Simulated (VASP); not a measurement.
Write the native input for VASP 6.6.1 that does the following.

```yaml
Task: single point
Functional: PBE
Potentials_or_basis: VASP PAW PBE potentials, release 64 (Ti_sv, Al)
Cutoff: 520 eV
k_mesh: 12 × 12 × 12
Occupations: gaussian, width 0.1 eV
Spin: no spin polarisation
Dipole_correction: no
Further_INCAR_settings: ALGO = Fast; EDIFF = 1e-07; NBANDS = 14
```

The structure of TiAl lies in POSCAR:

```
TiAl
1.0
    3.2331398786      0.0000000000      0.0000000000
    0.0000000000      3.2808258386      0.0000000000
    0.0000000000      0.0000000000      3.2331398786
Ti Al
1 1
Direct
    0.0000000000      0.0000000000      0.0000000000
    0.5000000000      0.5000000000      0.5000000000
```

This cell differs from its parent crystal: strained.

These files were run (other wordings do the same):

INCAR

```
PREC = Accurate ; ENCUT = 520
EDIFF = 1E-7 ; ISMEAR = 0
SIGMA = 0.1 ; LREAL = False
LASPH = True ; NELM = 80
ALGO = Fast ; ISIF = 2
LWAVE = False ; LCHARG = True
GGA = PE ; LELF = True
LVHAR = True ; NBANDS = 14
```

KPOINTS

```
Automatic mesh
0
Gamma
  12 12 12
```

Potentials or basis: VASP PAW PBE potentials, release 64 (Ti_sv, Al).

Run with:

```sh
$ cat potpaw_PBE.64/Ti_sv/POTCAR potpaw_PBE.64/Al/POTCAR > POTCAR
$ mpirun -np 1 vasp_std > vasp.out
```

It gave:

```yaml
Pressure: -5.8 GPa
```

Caveat: the cell differs from its parent crystal (strained).

It took 48 s on 1 thread of Intel(R) Xeon(R) 6975P-C (Granite Rapids), with other jobs on the host, peak memory 0.21 GiB.
